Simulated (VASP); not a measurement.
# AlCu5 (P6/mmm) in VASP: further runs

Runs on AlCu5. Level: PBE. Tasks: relaxation of cell and atoms, single point.

Program: VASP 6.6.1. These are calculated values, not measurements. Logs are shortened: lines on timing, memory, paths and dates and some standing lists are left out, and cuts for length are marked.

**1. The cell of the first run**

Symmetry: P6/mmm, No. 191, hexagonal system. The conventional cell has a = 3.854 Å, b = 3.854 Å, c = 4.694 Å, α = 90.00°, β = 90.00°, γ = 120.00°. Al (site symmetry 6/mmm) has 24 Cu at 3.04 to 3.23 Å and 6 Al at 3.85 Å within 4.0 Å. Cu (site symmetry mmm) has 2 Cu at 1.11 Å within 1.5 Å. Within 1.5 Å of Cu (site symmetry -6m2) lie 3 Cu at 1.11 Å.

**2. Relaxation of cell and atoms, PBE**

Contents of INCAR:

```
SYSTEM = AlCu5
ALGO     = Normal         ! electronic algorithm
EDIFF    = 1E-6           ! SCF threshold, eV
EDIFFG   = -0.04          ! ionic threshold
ENCUT    = 600            ! plane-wave cutoff, eV
GGA      = PE             ! functional
IBRION   = 2              ! ionic algorithm
ISIF     = 3              ! what is computed and relaxed
ISMEAR   = 0              ! smearing method
LASPH    = .TRUE.         ! aspherical terms in the spheres
LCHARG   = .FALSE.        ! write CHGCAR
LREAL    = .FALSE.        ! projectors in reciprocal space
LWAVE    = .FALSE.        ! write WAVECAR
NELM     = 100            ! most SCF steps
NSW      = 90             ! ionic steps
PREC     = Accurate       ! precision mode
SIGMA    = 0.1            ! smearing width, eV
```

Contents of KPOINTS:

```
k-points
0
G
  6 6 4
  0 0 0
```

Contents of POSCAR:

```
AlCu5
1.0
    3.8536480900      0.0000000000      0.0000000000
   -1.9268240400      3.3373571400      0.0000000000
    0.0000000000      0.0000000000      4.6941135400
Al Cu
1 5
Direct
    0.0000000000      0.0000000000      0.0000000000
    0.5000000000      0.0000000000      0.5000000000
    0.0000000000      0.5000000000      0.5000000000
    0.5000000000      0.5000000000      0.5000000000
    0.3333333300      0.6666666700      0.5000000000
    0.6666666700      0.3333333300      0.5000000000
```

Potentials or basis: VASP PAW PBE potentials, release 64 (Al, Cu).

The run is started by

```
$ cat potpaw_PBE.64/Al/POTCAR potpaw_PBE.64/Cu/POTCAR > POTCAR
$ mpirun -np 1 vasp_std > vasp.out
```

OUTCAR:

```text
SYSTEM = AlCu5
   EDIFF = 1E-6
   EDIFFG = -0.04
   ENCUT = 600
   GGA = PE
   IBRION = 2
   ISIF = 3
   ISMEAR = 0
   LASPH = .TRUE.
   LREAL = .FALSE.
   NELM = 100
   NSW = 90
   PREC = Accurate

 ion  position               nearest neighbor table
   1  0.000  0.000  0.000-   3 3.04   3 3.04   3 3.04   3 3.04   4 3.04   4 3.04   4 3.04   4 3.04
                             2 3.04   2 3.04   2 3.04   2 3.04
   2  0.500  0.000  0.500-   5 1.11   6 1.11   4 1.93   4 1.93   3 1.93   3 1.93   1 3.04   1 3.04
                             1 3.04   1 3.04
   3  0.000  0.500  0.500-   5 1.11   6 1.11   2 1.93   2 1.93   4 1.93   4 1.93   1 3.04   1 3.04
                             1 3.04   1 3.04
   4  0.500  0.500  0.500-   5 1.11   6 1.11   2 1.93   2 1.93   3 1.93   3 1.93   1 3.04   1 3.04
                             1 3.04   1 3.04
   5  0.333  0.667  0.500-   2 1.11   3 1.11   4 1.11   6 2.22   6 2.22   6 2.22
   6  0.667  0.333  0.500-   2 1.11   3 1.11   4 1.11   5 2.22   5 2.22   5 2.22

 -----------------------------------------------------------------------------
|                                                                             |
|           W    W    AA    RRRRR   N    N  II  N    N   GGGG   !!!           |
|           W    W   A  A   R    R  NN   N  II  NN   N  G    G  !!!           |
|           W    W  A    A  R    R  N N  N  II  N N  N  G       !!!           |
|           W WW W  AAAAAA  RRRRR   N  N N  II  N  N N  G  GGG   !            |
|           WW  WW  A    A  R   R   N   NN  II  N   NN  G    G                |
|           W    W  A    A  R    R  N    N  II  N    N   GGGG   !!!           |
|                                                                             |
|     The distance between some ions is very small. Please check the          |
|     nearest-neighbor list in the OUTCAR file.                               |
|     I HOPE YOU KNOW WHAT YOU ARE DOING!                                     |
|                                                                             |
 -----------------------------------------------------------------------------

  LATTYP: Found a hexagonal cell.
 ALAT       =     3.8536480900
 C/A-ratio  =     1.2180960561

  Lattice vectors:

 A1 = (   3.8536480900,   0.0000000000,   0.0000000000)
 A2 = (  -1.9268240400,   3.3373571400,   0.0000000000)
 A3 = (   0.0000000000,   0.0000000000,   4.6941135400)

Analysis of symmetry for initial positions (statically):
=====================================================================
 Subroutine PRICEL returns:
 Original cell was already a primitive cell.

 Routine SETGRP: Setting up the symmetry group for a
 hexagonal supercell.

 Subroutine GETGRP returns: Found 24 space group operations
 (whereof 24 operations were pure point group operations)
 out of a pool of 24 trial point group operations.

The static configuration has the point symmetry D_6h.

Analysis of symmetry for dynamics (positions and initial velocities):
[... 108 lines left out ...]
   ICHARG =      2    charge: 1-file 2-atom 10-const
   ISPIN  =      1    spin polarized calculation?
   LNONCOLLINEAR =      F non collinear calculations
   LSORBIT =      F    spin-orbit coupling
   LASPH  =      T    aspherical Exc in radial PAW
   ENCUT  =  600.0 eV  44.10 Ry    6.64 a.u.   7.70  7.70  9.38*2*pi/ulx,y,z
   NELM   =    100;   NELMIN=  2; NELMDL= -5     # of ELM steps
   EDIFF  = 0.1E-05   stopping-criterion for ELM
   LREAL  =      F    real-space projection
   EDIFFG = -.4E-01   stopping-criterion for IOM
   NSW    =     90    number of steps for IOM
   IBRION =      2    ionic relax: 0-MD 1-quasi-New 2-CG
   NFREE  =      1    steps in history (QN), initial steepest desc. (CG)
   ISIF   =      3    stress and relaxation
   ISYM   =      2    0-nonsym 1-usesym 2-fastsym
   POTIM  = 0.5000    time-step for ionic-motion
   TEBEG  =    0.0;   TEEND  =   0.0 temperature during run
   PSTRESS=    0.0 pullay stress
   NELECT =      58.0000    total number of electrons
   NUPDOWN=      -1.0000    fix difference up-down
   EMIN   =  10.00;   EMAX   =-10.00  energy-range for DOS
   EFERMI =   0.00;   METHOD = LEGACY
   ISMEAR =     0;   SIGMA  =   0.10  broadening in eV -4-tet -1-fermi 0-gaus
   EFERMI_NEDOS =   21; number of points for ismear=-14 and -15
   IALGO  =     38    algorithm
   IMIX   =      4    mixing-type and parameters
     AMIX     =   0.40;   BMIX     =  1.00
     AMIX_MAG =   1.60;   BMIX_MAG =  1.00
  volume/ion in A,a.u.               =      10.06        67.90
  Fermi-wavevector in a.u.,A,eV,Ry     =   1.615380  3.052626 35.503760  2.609453
  Thomas-Fermi vector in A             =   2.710137
   LORBIT       =      0    0 simple, 1 ext, 2 COOP (PROOUT), +10 PAW based schemes
   GGA     = PE    functional components
   LHFCALC =     F    Hartree Fock is set to
   AEXX    =    0.0000 exact exchange contribution
   IVDW    =     0    specifies the selected vdW correction
   LEPSILON=     F    determine dielectric tensor
   LRPA    =     F    only Hartree local field effects (RPA)
 conjugate gradient relaxation of ions
 non-spin polarized calculation
 Gauss-broadening in eV      SIGMA  =   0.10
  energy-cutoff  :      600.00
  volume of cell :       60.37
 maximum number of plane-waves:      2034
 NGX is ok and might be reduce to    32
   NGX = 15   NGY = 15   NGZ = 19

--------------------------------------- Ionic step        1  -------------------------------------------

 number of electron      58.0000036 magnetization

 Free energy of the ion-electron system (eV)
  ---------------------------------------------------
  ext. energy  EPLUGINS =         0.00000000
  ---------------------------------------------------
  free energy    TOTEN  =        99.33859165 eV

  energy without entropy =       99.34699638  energy(sigma->0) =       99.34279401

 E-fermi :  11.6939     XC(G=0): -12.2530

 val. band max:       11.6671846415   @ k =   0.1667   0.1667   0.5000
 cond. band min:      11.7362108183   @ k =   0.1667   0.0000   0.2500
 fundamental gap:      0.0690261769
 Fermi energy:        11.6939072007
[... 2459 lines left out ...]
     33       4.9792      0.00000
     34       5.8963      0.00000

[... ionic steps 4 to 16 ...]

--------------------------------------- Ionic step       17  -------------------------------------------

 number of electron      58.0000031 magnetization

------------------------ aborting loop because EDIFF is reached ----------------------------------------
[... 75 lines left out ...]
--------------------------------------- Ionic step       19  -------------------------------------------

 number of electron      58.0000049 magnetization

 Free energy of the ion-electron system (eV)
  ---------------------------------------------------
  ext. energy  EPLUGINS =         0.00000000
  ---------------------------------------------------
  free energy    TOTEN  =        -7.96686488 eV

  energy without entropy =       -7.96264855  energy(sigma->0) =       -7.96475671

 E-fermi :   5.5281     XC(G=0): -10.7661

 val. band max:        5.4143468973   @ k =   0.1667   0.0000   0.2500
 cond. band min:       5.5385511310   @ k =   0.1667   0.0000   0.0000
 fundamental gap:      0.1242042337
 Fermi energy:         5.5281456728
[... 808 lines left out ...]
  FREE ENERGIE OF THE ION-ELECTRON SYSTEM (eV)
  ---------------------------------------------------
  free  energy   TOTEN  =        -7.9668648776 eV

  energy  without entropy=       -7.9626485504  energy(sigma->0) =       -7.96475671

 reached required accuracy - stopping structural energy minimisation
```

Wall time 16 min (1 thread of Intel Xeon 6975P-C, shared host); peak memory 0.23 GiB.

Results:

| Item | Value |
| --- | --- |
| Free energy | -7.9669 eV |
| Relaxed volume | 15.54 Å³/atom |
| Relaxed cell | a = 6.646 Å, b = 6.646 Å, c = 2.437 Å, α = 90.00°, β = 90.00°, γ = 120.00° |
| Space group after relaxing (to 0.05 Å) | P6/mmm (No. 191) |
| Energy gained by relaxing | 17884.2 meV/atom |
| Ionic steps | 19 |
| Pressure after relaxing | -0.1 GPa |
| Band gap on the k mesh | zero (band 29 reaches 7.81 eV, above the bottom of band 30 at 4.13 eV) |

Step by step:
```
step  energy change (eV)  largest force (eV/Å)  pressure (GPa)  volume (Å³)
   1              0.0000                0.0000          262.71        60.37
   2              3.6744                0.0000         -221.30       287.06
   3            -49.6108                0.0000          134.75        94.36
   4            -80.2227                0.0000           94.45       121.15
   5            -99.2972                0.0000          -35.72       195.60
   6           -102.3658                0.0000            8.57       167.01
   7           -102.6959                0.0000           -0.23       172.80
   8           -102.6813                0.0000           -4.49       175.62
   9           -102.2687                0.0000           13.75       157.16
  10           -102.7567                0.0000            0.38       170.48
  11           -103.0430                0.0000           -0.04       162.53
  12           -103.9818                0.0000           -1.74       140.08
  13           -107.3016                0.0000           -1.74        93.94
  14           -106.5815                0.0000           10.53        86.32
  15           -107.2907                0.0000            0.00        92.37
  16           -107.0999                0.0000           11.83        92.30
  17           -107.3001                0.0000            2.00        92.36
  18           -107.2420                0.0000           -7.10        96.23
  19           -107.3055                0.0000           -0.10        93.22
```

Final structure:
```
Al Cu
1.0
     6.64554    0.00000    0.00000
    -3.32277    5.75520    0.00000
     0.00000    0.00000    2.43725
Al Cu
1 5
Direct
  0.00000 0.00000 0.00000
  0.50000 0.00000 0.50000
  0.00000 0.50000 0.50000
  0.50000 0.50000 0.50000
  0.33333 0.66667 0.50000
  0.66667 0.33333 0.50000
```

Caveat: the volume moved by over 15 % at a fixed basis, so the end points are rough.

**3. Single point, PBE**

This run uses another cell than the first one, of 21.73 Å³/atom, 2.160 times its volume.

Contents of INCAR:

```
ALGO     = Fast           # electronic algorithm
EDIFF    = 1E-6           # SCF threshold, eV
ENCUT    = 520            # plane-wave cutoff, eV
GGA      = PE             # functional
ISIF     = 2              # what is computed and relaxed
ISMEAR   = 0              # smearing method
LASPH    = True           # aspherical terms in the spheres
LCHARG   = True           # write CHGCAR
LELF     = True           # ELF
LREAL    = False          # projectors in reciprocal space
LVHAR    = True         
LWAVE    = False          # write WAVECAR
NBANDS   = 38             # bands
NELM     = 100            # most SCF steps
PREC     = Accurate       # precision mode
SIGMA    = 0.1            # smearing width, eV
```

Contents of KPOINTS:

```
k-points
0
Gamma
  6 6 16
```

Contents of POSCAR:

```
AlCu5
1.0
    7.9099907989      0.0000000000      0.0000000000
   -3.9549953994      6.8502529755      0.0000000000
    0.0000000000      0.0000000000      2.4064464554
Al Cu
1 5
Direct
    0.0000000000      0.0000000000      0.0000000000
    0.5000000000      0.0000000000      0.5000000000
    0.0000000000      0.5000000000      0.5000000000
    0.5000000000      0.5000000000      0.5000000000
    0.3333333333      0.6666666667      0.5000000000
    0.6666666667      0.3333333333      0.5000000000
```

Potentials or basis: VASP PAW PBE potentials, release 64 (Al, Cu).

The run is started by

```
$ cat potpaw_PBE.64/Al/POTCAR potpaw_PBE.64/Cu/POTCAR > POTCAR
$ mpirun -np 1 vasp_std > vasp.out
```

OUTCAR:

```text
EDIFF = 1E-6
   ENCUT = 520
   GGA = PE
   ISIF = 2
   ISMEAR = 0
   LASPH = True
   LREAL = False
   NELM = 100
   PREC = Accurate

 ion  position               nearest neighbor table
   1  0.000  0.000  0.000-
   2  0.500  0.000  0.500-   5 2.28   6 2.28
   3  0.000  0.500  0.500-   5 2.28   6 2.28
   4  0.500  0.500  0.500-   5 2.28   6 2.28
   5  0.333  0.667  0.500-   2 2.28   3 2.28   4 2.28
[... 1193 lines left out ...]
  --------------------------------------------------------------------------------------
  -------------------------------------------------------------------------------------
  Total        0.1505400      0.1505400      0.1064744      0.0000000     -0.0000000      0.0000000
  in kB        1.8497104      1.8497104      1.3082692      0.0000000     -0.0000000      0.0000000
  external PRESSURE =       1.6692300 kB  Pullay stress =       0.0000000 kB

 VOLUME and BASIS-vectors are now :
 -----------------------------------------------------------------------------
  energy-cutoff  :      520.00
  volume of cell :      130.39
      direct lattice vectors                 reciprocal lattice vectors
     7.909990799  0.000000000  0.000000000     0.126422397  0.072990005  0.000000000
    -3.954995399  6.850252976  0.000000000     0.000000000  0.145980010  0.000000000
     0.000000000  0.000000000  2.406446455     0.000000000  0.000000000  0.415550488

 POSITION                                       TOTAL-FORCE (eV/Angst)
 -----------------------------------------------------------------------------------
      0.00000      0.00000      0.00000         0.000000      0.000000      0.000000
      3.95500      0.00000      1.20322         0.000000      0.000000      0.000000
     -1.97750      3.42513      1.20322         0.000000      0.000000      0.000000
      1.97750      3.42513      1.20322         0.000000      0.000000      0.000000
     -0.00000      4.56684      1.20322        -0.000000      0.000000      0.000000
      3.95500      2.28342      1.20322        -0.000000     -0.000000      0.000000
 -----------------------------------------------------------------------------------
    total drift:                                0.000000      0.000000      0.000000

  FREE ENERGIE OF THE ION-ELECTRON SYSTEM (eV)
  ---------------------------------------------------
  free  energy   TOTEN  =       -16.7087707637 eV

  energy  without entropy=      -16.6927652020  energy(sigma->0) =      -16.70076798
```

stdout:

```text
POSCAR found type information on POSCAR AlCu
 POSCAR found :  2 types and       6 ions
 scaLAPACK will be used
 LDA part: xc-table for (Slater+PW92), standard interpolation
 POSCAR, INCAR and KPOINTS ok, starting setup
 FFT: planning ... GRIDC
 FFT: planning ... GRID_SOFT
 FFT: planning ... GRID
 WAVECAR not read
 entering main loop
```

It took 6.1 min on 1 thread of Intel Xeon 6975P-C, shared host; peak memory 0.39 GiB.

What came out:

```
Free energy            : -16.7088 eV
Pressure               : 0.2 GPa
Band gap on the k mesh : zero (band 29 reaches 5.65 eV, above the bottom of band 30 at 1.56 eV)
```

Levels at points of the mesh, in eV from the Fermi level:
```
           k point  band 25  band 26  band 27  band 28  band 29  band 30  band 31  band 32  band 33  band 34
(0.00, 0.00, 0.00)    -1.41    -1.21    -1.21    -1.20    -1.04    -1.04    -0.75    -0.75     1.68     1.68
(0.50, 0.00, 0.00)    -1.20    -1.19    -1.18    -1.13    -1.10    -1.04     0.02     0.04     0.94     1.05
(0.00, 0.00, 0.50)    -0.79    -0.53    -0.20     1.11     3.04     3.63     3.63     3.69     3.86     4.71
(0.50, 0.00, 0.50)    -0.82    -0.61     0.58     0.87     1.88     2.99     3.38     3.46     4.11     5.18
```

(Continued in part 2 of 2.)
